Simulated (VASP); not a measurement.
Here is a VASP 6.6.1 calculation.

Contents of INCAR:

```
SYSTEM = ZnSe
PREC = Accurate ; ENCUT = 520
EDIFF = 1E-6 ; ISMEAR = -1
SIGMA = 0.1 ; LREAL = .False.
LASPH = .True. ; NELM = 60
ALGO = Normal ; ISIF = 2
LWAVE = .False. ; LCHARG = .True.
GGA = PE ; LELF = .True.
LVHAR = .True. ; NBANDS = 26
```

Contents of KPOINTS:

```
Automatic mesh
0
Gamma
  12 12 7
  0 0 0
```

The input POSCAR:

```
ZnSe
1.0
    3.1855228910      0.0000000000      0.0000000000
   -1.5927614455      2.7587437479      0.0000000000
    0.0000000000      0.0000000000      5.4982383508
Zn Se
2 2
Direct
    0.0000000000      0.0000000000      0.0000000000
    0.0000000000      0.0000000000      0.5000000000
    0.3333333333      0.6666666667      0.2500000000
    0.6666666667      0.3333333333      0.7500000000
```

Potentials or basis: VASP PAW PBE potentials, release 64 (Zn, Se).

Command:

```console
$ cat potpaw_PBE.64/Zn/POTCAR potpaw_PBE.64/Se/POTCAR > POTCAR
$ mpirun -np 1 vasp_std > vasp.out
```

(1) What does it give for the pressure?

(2) Predict the band gap on the k mesh.

Answers

(1) 101.8 GPa.

(2) zero (bands 18 and 19 overlap by 1.66 eV).

Caveat: the cell stands under pressure.
